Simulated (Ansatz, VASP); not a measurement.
## K2S: VASP beside Ansatz

File INCAR:

```
SYSTEM = K2S
PREC = Accurate ; ENCUT = 500
EDIFF = 1E-6 ; ISMEAR = 0
SIGMA = 0.01 ; LREAL = .FALSE.
LASPH = .TRUE. ; NELM = 120
ALGO = Normal ; ISIF = 2
LWAVE = .FALSE. ; LCHARG = .FALSE.
GGA = PE ; NBANDS = 19
GGA_COMPAT = .FALSE.
```

The input KPOINTS:

```
regular mesh
0
G
  4 4 4
  0 0 0
```

Contents of POSCAR:

```
K2S
1.0
    0.0000000000      3.7027568684      3.7027568684
    3.7027568684      0.0000000000      3.7027568684
    3.7027568684      3.7027568684      0.0000000000
S K
1 2
Direct
    0.0000000000      0.0000000000      0.0000000000
    0.2500000000      0.2500000000      0.2500000000
    0.7500000000      0.7500000000      0.7500000000
```

Input for Ansatz:

```yaml
crystal:
  lattice:
    - [0.0, 3.7027568684, 3.7027568684]
    - [3.7027568684, 0.0, 3.7027568684]
    - [3.7027568684, 3.7027568684, 0.0]
  atoms:
    - { symbol: S, position: [0.0, 0.0, 0.0] }
    - { symbol: K, position: [0.25, 0.25, 0.25] }
    - { symbol: K, position: [0.75, 0.75, 0.75] }
kpoints:
  mp_grid: { grid: [4, 4, 4] }
hamiltonian:
  xc: pbe
scf:
  occupations: { method: fixed }
  n_extra_bands: 4
output:
  forces: true
  stress: true
  eigenvalues: true
```

Alike in both runs: task single point; functional PBE; k mesh 4 × 4 × 4; no spin polarisation.

|  | VASP | Ansatz |
| --- | --- | --- |
| version | VASP 6.6.1 | Ansatz 0.2.0 |
| potentials or method | VASP PAW PBE potentials, release 64 (S, K_sv) | plane waves, PAW |
| plane-wave cutoff (eV) | 500 | 420 |
| occupations | gaussian, width 0.01 eV | fixed |
| valence electrons in the cell | 24 | 24 |

```tsv
	VASP	Ansatz	Ansatz less VASP
gap on the k mesh at the Fermi level (eV)	2.38	2.38	+0.002
pressure (GPa)	0.5	0.4	-0.03
```
